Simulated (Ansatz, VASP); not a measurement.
# Two plane-wave programs on SrLiH3

```
Li Sr H
1.0
     4.39925    0.00000    0.00000
     0.00000    4.39925    0.00000
     0.00000    0.00000    4.74656
Li Sr H
1 1 3
Direct
  0.00000 0.00000 0.00000
  0.50000 0.50000 0.50000
  0.00000 0.50000 0.50000
  0.50000 0.00000 0.50000
  0.50000 0.50000 0.00000
```

Change from the starting cell: strain -0.050 along x and y, +0.025 along z, atoms carried along.

Alike in both runs: task single point; functional PBE; k mesh 6 × 6 × 6; occupations gaussian, width 0.05 eV; no spin polarisation.

```csv
,VASP,Ansatz
version,VASP 6.6.1,Ansatz 0.2.0
potentials or method,"VASP PAW PBE potentials, release 64 (Li_sv, Sr_sv, H), cutoff 520 eV","scalar-relativistic, plane waves, PAW"
valence electrons in the cell,16,16
```

```tsv
	VASP	Ansatz	Ansatz less VASP
gap on the k mesh at the Fermi level (eV)	1.49	1.49	+0.006
least direct gap on the mesh (eV)	1.99	1.99	+0.001
```

Noted on VASP's run: the cutoff is under 1.25 times that of the potentials, so the pressure is a little rough.
